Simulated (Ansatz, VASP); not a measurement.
Two plane-wave programs on NaCl

```
CELL_PARAMETERS angstrom
0.00000 3.05829 2.60521
3.05829 0.00000 2.60521
3.05829 3.05829 0.00000
ATOMIC_POSITIONS crystal
Na 0.00000 0.00000 0.00000
Cl 0.50000 0.50000 0.50000
```

Change from the starting cell: strain +0.080 along x and y, -0.080 along z, atoms carried along.

Alike in both runs: task single point; functional PBEsol; k mesh 8 × 8 × 8; occupations gaussian, width 0.05 eV; no spin polarisation.

|  | VASP | Ansatz |
| --- | --- | --- |
| version | VASP 6.6.1 | Ansatz 0.2.0 |
| potentials or method | VASP PAW PBE potentials, release 64 (Na_pv, Cl), cutoff 520 eV | scalar-relativistic, plane waves, PAW |
| valence electrons in the cell | 14 | 16 |

```tsv
	VASP	Ansatz	Ansatz less VASP
gap on the k mesh at the Fermi level (eV)	4.63	4.64	+0.004
least direct gap on the mesh (eV)	4.63	4.64	+0.004
pressure (GPa)	-0.7	-0.7	-0.02
traceless stress, the component that is largest in VASP (GPa)	3.99	3.91	-0.080
```

VASP's potentials were made for PBE, not for PBEsol. VASP's potentials hold 14 valence electrons a cell and Ansatz's 16, so a difference there can come from the potentials and not from the codes.
